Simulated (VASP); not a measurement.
# ZnRe (Pm) in VASP: single point with PBEsol

Aim: the single point of ZnRe with PBEsol.

All numbers are computed with VASP 6.6.1; they aren't measurements. Logs are shortened: lines on timing, memory, paths and dates and some standing lists are left out, and cuts for length are marked.

## 1. The cell of the first run

It takes space group Pm (No. 6, monoclinic). The conventional cell has a = 2.748 Å, b = 4.494 Å, c = 2.748 Å, α = 90.00°, β = 120.00°, γ = 90.00°. Within 3.6 Å of Zn (site symmetry m) lie 6 Re at 2.73 to 2.78 Å and 6 Zn at 2.75 Å. Re (site symmetry m) has 6 Zn at 2.73 to 2.78 Å and 6 Re at 2.75 Å within 3.6 Å.

## 2. Single point, PBEsol

INCAR

```
SYSTEM = ZnRe
ALGO = Normal ; EDIFF = 1E-6
ENCUT = 500 ; GGA = PS
GGA_COMPAT = .False. ; ISIF = 2
ISMEAR = 0 ; LASPH = .True.
LCHARG = .True. ; LELF = .True.
LREAL = .False. ; LVHAR = .True.
LWAVE = .False. ; NBANDS = 20
NELM = 120 ; PREC = Accurate
SIGMA = 0.15
```

KPOINTS

```
k-points
0
Gamma
  21 21 10
  0 0 0
```

POSCAR

```
ZnRe
1.0
    2.7482183437      0.0000000000      0.0000000000
   -1.3741091718      2.3800269008      0.0000000000
    0.0000000000      0.0000000000      4.4940660000
Zn Re
1 1
Direct
    0.0000000000      0.0000000000      0.0000000000
    0.3151397280      0.6484730613      0.5000000000
```

Potentials or basis: VASP PAW PBE potentials, release 64 (Zn, Re_sv_GW).

On the command line:

```
$ cat potpaw_PBE.64/Zn/POTCAR potpaw_PBE.64/Re_sv_GW/POTCAR > POTCAR
$ mpirun -np 1 vasp_std > vasp.out
```

OUTCAR:

```text
SYSTEM = ZnRe
   EDIFF = 1E-6
   ENCUT = 500
   GGA = PS
   ISIF = 2
   ISMEAR = 0
   LASPH = .True.
   LREAL = .False.
   NELM = 120
   PREC = Accurate

 ion  position               nearest neighbor table
   1  0.000  0.000  0.000-   2 2.73   2 2.73   2 2.75   2 2.75   2 2.78   2 2.78
   2  0.315  0.648  0.500-   1 2.73   1 2.73   1 2.75   1 2.75   1 2.78   1 2.78

  LATTYP: Found a hexagonal cell.
 ALAT       =     2.7482183437
 C/A-ratio  =     1.6352652657

  Lattice vectors:

 A1 = (   2.7482183437,   0.0000000000,   0.0000000000)
 A2 = (  -1.3741091718,   2.3800269008,   0.0000000000)
 A3 = (   0.0000000000,   0.0000000000,   4.4940660000)

Analysis of symmetry for initial positions (statically):
=====================================================================
 Subroutine PRICEL returns:
 Original cell was already a primitive cell.

 Routine SETGRP: Setting up the symmetry group for a
 hexagonal supercell.

 Subroutine GETGRP returns: Found  2 space group operations
 (whereof  2 operations were pure point group operations)
 out of a pool of 24 trial point group operations.

The static configuration has the point symmetry C_1h.

Analysis of symmetry for dynamics (positions and initial velocities):
=====================================================================
 Subroutine PRICEL returns:
 Original cell was already a primitive cell.

 Routine SETGRP: Setting up the symmetry group for a
 hexagonal supercell.

 Subroutine GETGRP returns: Found  2 space group operations
 (whereof  2 operations were pure point group operations)
 out of a pool of 24 trial point group operations.

The dynamic configuration has the point symmetry C_1h.

 Subroutine INISYM returns: Found  2 space group operations
 (whereof  2 operations are pure point group operations),
 and found     1 'primitive' translations

----------------------------------------------------------------------------------------

                                     Primitive cell

  volume of cell :      29.3949

  direct lattice vectors                    reciprocal lattice vectors
     2.748218344  0.000000000  0.000000000     0.363872107  0.210081659  0.000000000
    -1.374109172  2.380026901  0.000000000     0.000000000  0.420163318  0.000000000
     0.000000000  0.000000000  4.494066000     0.000000000  0.000000000  0.222515646

  length of vectors
     2.748218344  2.748218344  4.494066000     0.420163318  0.420163318  0.222515646

  position of ions in fractional coordinates (direct lattice)
     0.000000000  0.000000000  0.000000000
     0.315139728  0.648473061  0.500000000

  ion indices of the primitive-cell ions
   primitive index   ion index
                 1           1
                 2           2

----------------------------------------------------------------------------------------

 KPOINTS: k-points

Automatic generation of k-mesh.
 Grid dimensions read from file:
 generate k-points for:   21   21   10

 Generating k-lattice:

  Cartesian coordinates                     Fractional coordinates (reciprocal lattice)
     0.017327243  0.010003889  0.000000000     0.047619048  0.000000000  0.000000000
     0.000000000  0.020007777  0.000000000     0.000000000  0.047619048  0.000000000
     0.000000000  0.000000000  0.022251565     0.000000000  0.000000000  0.100000000

  Length of vectors
     0.020007777  0.020007777  0.022251565

  Shift w.r.t. Gamma in fractional coordinates (k-lattice)
     0.000000000  0.000000000  0.000000000

 Subroutine IBZKPT returns following result:
 ===========================================

 Found   1326 irreducible k-points:

 Following reciprocal coordinates:
            Coordinates               Weight
  0.000000  0.000000  0.000000      1.000000
  0.047619  0.000000  0.000000      2.000000
  0.000000  0.047619  0.000000      2.000000
 -0.047619  0.047619  0.000000      2.000000
  0.095238  0.000000  0.000000      2.000000
  0.000000  0.095238  0.000000      2.000000
[... 16 lines left out ...]
  0.380952  0.000000  0.000000      2.000000
  0.000000  0.380952  0.000000      2.000000
 [... further k-points ...]
   k-points           NKPTS =   1326   k-points in BZ     NKDIM =   1326   number of bands    NBANDS=     20
   number of dos      NEDOS =    301   number of ions     NIONS =      2
   total plane-waves  NPLWV =  14400
   dimension x,y,z NGX =    20 NGY =   20 NGZ =   36
   dimension x,y,z NGXF=    40 NGYF=   40 NGZF=   72
   ions per type =               1   1
   NGX,Y,Z   is equivalent  to a cutoff of  12.10, 12.10, 13.32 a.u.
   NGXF,Y,Z  is equivalent  to a cutoff of  24.20, 24.20, 26.63 a.u.
 SYSTEM =  ZnRe
   PREC   = accura    normal or accurate (medium, high low for compatibility)
   ISTART =      0    job   : 0-new  1-cont  2-samecut
   ICHARG =      2    charge: 1-file 2-atom 10-const
   ISPIN  =      1    spin polarized calculation?
   LNONCOLLINEAR =      F non collinear calculations
   LSORBIT =      F    spin-orbit coupling
   LASPH  =      T    aspherical Exc in radial PAW
   ENCUT  =  500.0 eV  36.75 Ry    6.06 a.u.   5.01  5.01  8.19*2*pi/ulx,y,z
   NELM   =    120;   NELMIN=  2; NELMDL= -5     # of ELM steps
   EDIFF  = 0.1E-05   stopping-criterion for ELM
   LREAL  =      F    real-space projection
   EDIFFG = 0.1E-04   stopping-criterion for IOM
   NSW    =      0    number of steps for IOM
   IBRION =     -1    ionic relax: 0-MD 1-quasi-New 2-CG
   NFREE  =      0    steps in history (QN), initial steepest desc. (CG)
   ISIF   =      2    stress and relaxation
   ISYM   =      2    0-nonsym 1-usesym 2-fastsym
   POTIM  = 0.5000    time-step for ionic-motion
   TEBEG  =    0.0;   TEEND  =   0.0 temperature during run
   PSTRESS=    0.0 pullay stress
   NELECT =      27.0000    total number of electrons
   NUPDOWN=      -1.0000    fix difference up-down
   EMIN   =  10.00;   EMAX   =-10.00  energy-range for DOS
   EFERMI =   0.00;   METHOD = LEGACY
   ISMEAR =     0;   SIGMA  =   0.15  broadening in eV -4-tet -1-fermi 0-gaus
   EFERMI_NEDOS =   21; number of points for ismear=-14 and -15
   IALGO  =     38    algorithm
   IMIX   =      4    mixing-type and parameters
     AMIX     =   0.40;   BMIX     =  1.00
     AMIX_MAG =   1.60;   BMIX_MAG =  1.00
  volume/ion in A,a.u.               =      14.70        99.18
  Fermi-wavevector in a.u.,A,eV,Ry     =   1.591373  3.007258 34.456306  2.532467
  Thomas-Fermi vector in A             =   2.689923
   LORBIT       =      0    0 simple, 1 ext, 2 COOP (PROOUT), +10 PAW based schemes
   GGA     = PS    functional components
   LHFCALC =     F    Hartree Fock is set to
   AEXX    =    0.0000 exact exchange contribution
   IVDW    =     0    specifies the selected vdW correction
   LEPSILON=     F    determine dielectric tensor
   LRPA    =     F    only Hartree local field effects (RPA)
 non-spin polarized calculation
 Gauss-broadening in eV      SIGMA  =   0.15
  energy-cutoff  :      500.00
  volume of cell :       29.39
 maximum number of plane-waves:       768
   NGX =  9   NGY =  9   NGZ = 17

 number of electron      27.0000013 magnetization

 Free energy of the ion-electron system (eV)
  ---------------------------------------------------
  ext. energy  EPLUGINS =         0.00000000
  ---------------------------------------------------
  free energy    TOTEN  =       -16.10382755 eV

  energy without entropy =      -16.09005708  energy(sigma->0) =      -16.09694232

 E-fermi :   7.9356     XC(G=0): -13.1789

 val. band max:        7.9326511474   @ k =   0.2857   0.0476   0.4000
 cond. band min:       7.9377208122   @ k =  -0.4286  -0.1905   0.5000
 fundamental gap:      0.0050696648
 Fermi energy:         7.9356417761

 k-point     1 :       0.0000    0.0000    0.0000
  band No.  band energies     occupation
      1     -72.2241      2.00000
      2     -34.1477      2.00000
      3     -33.4741      2.00000
      4     -33.4714      2.00000
      5      -2.3374      2.00000
      6       0.0486      2.00000
[... 12 lines left out ...]
     19      24.8818      0.00000
     20      25.1290      0.00000

 k-point     2 :       0.0476    0.0000    0.0000
  band No.  band energies     occupation
      1     -72.2224      2.00000
      2     -34.1449      2.00000
      3     -33.4959      2.00000
      4     -33.4767      2.00000
      5      -2.2625      2.00000
      6       0.0742      2.00000
[... 12 lines left out ...]
     19      24.1696      0.00000
     20      24.4210      0.00000

 k-point     3 :       0.0000    0.0476    0.0000
  band No.  band energies     occupation
      1     -72.2224      2.00000
      2     -34.1449      2.00000
      3     -33.4936      2.00000
      4     -33.4790      2.00000
      5      -2.2622      2.00000
      6       0.0750      2.00000
[... 12 lines left out ...]
     19      24.0661      0.00000
     20      24.5635      0.00000

 k-point     4 :      -0.0476    0.0476    0.0000
  band No.  band energies     occupation
      1     -72.2224      2.00000
      2     -34.1449      2.00000
      3     -33.4947      2.00000
      4     -33.4779      2.00000
      5      -2.2624      2.00000
      6       0.0746      2.00000
[... 12 lines left out ...]
     19      24.0855      0.00000
     20      24.5297      0.00000

 k-point     5 :       0.0952    0.0000    0.0000
  band No.  band energies     occupation
      1     -72.2175      2.00000
      2     -34.1366      2.00000
      3     -33.5587      2.00000
      4     -33.4913      2.00000
      5      -2.0420      2.00000
      6       0.1433      2.00000
[... 12 lines left out ...]
     19      23.0772      0.00000
     20      23.4755      0.00000
[... 353 lines left out ...]
      6       0.4949      2.00000
[... 12 lines left out ...]
     19      19.1251      0.00000
     20      21.6136      0.00000

 k-point    22 :      -0.3333    0.3333    0.0000
  band No.  band energies     occupation
      1     -72.1663      2.00000
      2     -34.1723      2.00000
      3     -34.0472      2.00000
      4     -33.6391      2.00000
      5       0.0091      2.00000
      6       0.4784      2.00000
[... 12 lines left out ...]
     19      19.1294      0.00000
     20      21.6708      0.00000

 k-point    23 :       0.3810    0.0000    0.0000
  band No.  band energies     occupation
      1     -72.1573      2.00000
      2     -34.2768      2.00000
      3     -34.0313      2.00000
      4     -33.6631      2.00000
      5       0.0205      2.00000
      6       0.4137      2.00000
[... 12 lines left out ...]
     19      18.5192      0.00000
     20      21.2518      0.00000

 k-point    24 :       0.0000    0.3810    0.0000
  band No.  band energies     occupation
      1     -72.1573      2.00000
      2     -34.2751      2.00000
      3     -34.0312      2.00000
      4     -33.6654      2.00000
      5       0.0439      2.00000
      6       0.4335      2.00000
[... 12 lines left out ...]
     19      18.5256      0.00000
     20      21.0909      0.00000

 [... further k-points ...]

------------------------ aborting loop because EDIFF is reached ----------------------------------------

  FORCE on cell =-STRESS in cart. coord.  units (eV):
  Direction    XX          YY          ZZ          XY          YZ          ZX
  --------------------------------------------------------------------------------------
  -------------------------------------------------------------------------------------
  Total       -1.9205175     -1.8261293     -1.8340061     -0.0294504      0.0000000      0.0000000
  in kB     -104.6782125    -99.5335640    -99.9628903     -1.6051984      0.0000000      0.0000000
  external PRESSURE =    -101.3915556 kB  Pullay stress =       0.0000000 kB

 VOLUME and BASIS-vectors are now :
 -----------------------------------------------------------------------------
  energy-cutoff  :      500.00
  volume of cell :       29.39
      direct lattice vectors                 reciprocal lattice vectors
     2.748218344  0.000000000  0.000000000     0.363872107  0.210081659  0.000000000
    -1.374109172  2.380026901  0.000000000     0.000000000  0.420163318  0.000000000
     0.000000000  0.000000000  4.494066000     0.000000000  0.000000000  0.222515646

 POSITION                                       TOTAL-FORCE (eV/Angst)
 -----------------------------------------------------------------------------------
      0.00000      0.00000      0.00000        -0.039567     -0.076859      0.000000
     -0.02500      1.54338      2.24703         0.039567      0.076859      0.000000
 -----------------------------------------------------------------------------------
    total drift:                                0.000018      0.000005     -0.000000

  FREE ENERGIE OF THE ION-ELECTRON SYSTEM (eV)
  ---------------------------------------------------
  free  energy   TOTEN  =       -16.1038275539 eV

  energy  without entropy=      -16.0900570800  energy(sigma->0) =      -16.09694232
```

Wall time 6.9 min (1 thread of AMD EPYC 9R45 (Zen 5), shared host); peak memory 0.8 GiB.

What came out:

- Free energy: -16.1038 eV
- Pressure: -10.1 GPa
- Largest force: 0.086 eV/Å
- Band gap on the k mesh: zero (an odd number of electrons rules out a gap without spin polarisation)

Forces in eV/Å, atoms in the order of the input:
```
Zn  -0.040 -0.077  0.000
Re   0.040  0.077  0.000
```

Levels at points of the mesh, in eV from the Fermi level:
```csv
k point,band 11,band 12,band 13,band 14,band 15,band 16
"(0.00, 0.00, 0.00)",-5.00,-1.54,-1.23,-1.22,1.73,1.74
"(0.00, 0.00, 0.50)",-6.87,-3.09,-1.14,-1.14,1.64,1.68
```

Caveat: the cell differs from its parent crystal (all Re atoms moved +0.050 Å, as atom 2 towards its neighbour atom 2 (Re) at 2.748 Å); the cell stands under tension; the PAW data sets were made with another functional, which shifts forces and pressure a little; spin-orbit coupling is left out, which moves the levels of the heavy elements.
